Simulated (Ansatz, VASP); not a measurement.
## One calculation of Au, two programs

File INCAR:

```
  PREC = Accurate
  ENCUT = 520
  EDIFF = 1E-6
  ISMEAR = 0
  SIGMA = 0.15
  LREAL = F
  LASPH = T
  NELM = 60
  ALGO = Fast
  ISIF = 2
  LWAVE = F
  LCHARG = F
  GGA = PS
  NBANDS = 42
```

The input KPOINTS:

```
Automatic mesh
0
Gamma
  14 14 5
```

The input POSCAR:

```
Au
1.0
   -3.3145380000      0.0000000000      0.0000000000
    0.0000000000     -3.3145380000      0.0000000000
    0.0000000000      0.0000000000      9.9436140000
Au
6
Direct
    0.5000000000      0.5000000000      0.1666666667
    0.0000000000      0.0000000000      0.0000000000
    0.5000000000      0.5000000000      0.5000000000
    0.0000000000      0.0000000000      0.3333333333
    0.5000000000      0.5000000000      0.8333333333
    0.0000000000      0.0000000000      0.6666666667
```

Input for Ansatz:

```yaml
crystal:
  lattice:
    - [-3.314538, 0.0, 0.0]
    - [0.0, -3.314538, 0.0]
    - [0.0, 0.0, 9.943614]
  atoms:
    - { symbol: Au, position: [0.5, 0.5, 0.1666666667] }
    - { symbol: Au, position: [0.0, 0.0, 0.0] }
    - { symbol: Au, position: [0.5, 0.5, 0.5] }
    - { symbol: Au, position: [0.0, 0.0, 0.3333333333] }
    - { symbol: Au, position: [0.5, 0.5, 0.8333333333] }
    - { symbol: Au, position: [0.0, 0.0, 0.6666666667] }
basis:
  ecutwfc: 420
kpoints:
  mp_grid: { grid: [14, 14, 5] }
hamiltonian:
  xc: pbesol
scf:
  occupations: { method: gaussian, width: 0.15 }
output:
  forces: true
  stress: true
  eigenvalues: true
  write_density: true
  write_potential: true
  elf: true
  volumetric_format: npy
```

Alike in both runs: task single point; functional PBEsol; k mesh 14 × 14 × 5; occupations gaussian, width 0.15 eV; no spin polarisation.

```csv
,VASP,Ansatz
version,VASP 6.6.1,Ansatz 0.2.0
potentials or method,"VASP PAW PBE potentials, release 64 (Au), cutoff 520 eV","scalar-relativistic, plane waves, PAW"
valence electrons in the cell,66,114
```

|  | VASP | Ansatz | Ansatz less VASP |
| --- | --- | --- | --- |
| gap on the k mesh at the Fermi level (eV) | none | none | - |
| pressure (GPa) | -9.5 | -9.3 | +0.19 |

VASP's potentials were made for PBE, not for PBEsol. A gap of «none» marks a metal or a gap that the smearing closes. VASP's potentials hold 66 valence electrons a cell and Ansatz's 114, so a difference there can come from the potentials and not from the codes.

Neither program's run includes spin-orbit coupling.
